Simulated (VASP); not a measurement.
Input of a VASP 6.6.1 run:

The input INCAR:

```
ALGO     = Normal         # electronic algorithm
EDIFF    = 1E-7           # SCF threshold, eV
ENCUT    = 520            # plane-wave cutoff, eV
GGA      = PE             # functional
ISIF     = 2              # what is computed and relaxed
ISMEAR   = -1             # smearing method
LASPH    = T              # aspherical terms in the spheres
LCHARG   = T              # write CHGCAR
LELF     = T              # ELF
LREAL    = F              # projectors in reciprocal space
LVHAR    = T            
LWAVE    = F              # write WAVECAR
NBANDS   = 35             # bands
NELM     = 60             # most SCF steps
PREC     = Accurate       # precision mode
SIGMA    = 0.02           # smearing width, eV
```

The input KPOINTS:

```
k-points
0
Gamma
  6 6 6
```

The input POSCAR:

```
SnSe2
1.0
   -2.8469639520      2.8469639520      5.6279594817
    2.8469639520     -2.8469639520      5.6279594817
    2.8469639520      2.8469639520     -5.6279594817
Sn Se
2 4
Direct
    0.7500000000      0.2500000000      0.5000000000
    0.0000000000      0.0000000000      0.0000000000
    0.5217811258      0.0217811258      0.5000000000
    0.7717811258      0.7717811258      0.0000000000
    0.2282188742      0.2282188742      0.0000000000
    0.9782188742      0.4782188742      0.5000000000
```

Potentials or basis: VASP PAW PBE potentials, release 64 (Sn_d, Se).

Run with:

```bash
$ cat potpaw_PBE.64/Sn_d/POTCAR potpaw_PBE.64/Se/POTCAR > POTCAR
$ mpirun -np 1 vasp_std > vasp.out
```

Task: Estimate the largest force.

Result: 0.009 eV/Å.

Task: What does it give for the pressure?

Result: 0.0 GPa.

Task: Predict the band gap on the k mesh.

Result: 0.24 eV, indirect (least direct gap 0.40 eV).

Forces in eV/Å, atoms in the order of the input:
```
Sn   0.000  0.000  0.000
Sn   0.000  0.000  0.000
Se   0.000  0.000 -0.009
Se   0.000  0.000 -0.009
Se   0.000  0.000  0.009
Se   0.000  0.000  0.009
```

Caveat: spin-orbit coupling is left out, which moves the levels of the heavy elements. A k mesh can miss the band edges.
